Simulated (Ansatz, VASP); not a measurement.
One calculation of MgO, two programs

```
CELL_PARAMETERS angstrom
0.00000 2.07963 2.07963
2.07963 0.00000 2.07963
2.07963 2.07963 0.00000
ATOMIC_POSITIONS crystal
Mg 0.00000 0.00000 0.00000
O 0.50000 0.50000 0.50000
```

Alike in both runs: task relaxation of cell and atoms; functional LDA; k mesh 10 × 10 × 10; no spin polarisation.

```csv
,VASP,Ansatz
version,VASP 6.6.1,Ansatz 0.2.0
potentials or method,"VASP PAW LDA potentials, release 64 (Mg_sv, O), cutoff 750 eV","scalar-relativistic, plane waves, PAW"
occupations,"gaussian, width 0.01 eV",fixed
valence electrons in the cell,16,16
```

Ansatz gave:

* gap on the k mesh at the Fermi level, each at its own relaxed structure (eV): 5.04
* relaxed volume (Å³/atom): 8.99
* relaxed cell length with the largest relative difference (Å): 2.941

Problem. What did VASP give for the same quantities?

Solution. gap on the k mesh at the Fermi level, each at its own relaxed structure (eV): 5.04; relaxed volume (Å³/atom): 9.00; relaxed cell length with the largest relative difference (Å): 2.941.

LDA's correlation is that of Perdew and Zunger in VASP and of Perdew and Wang (1992) in Ansatz.
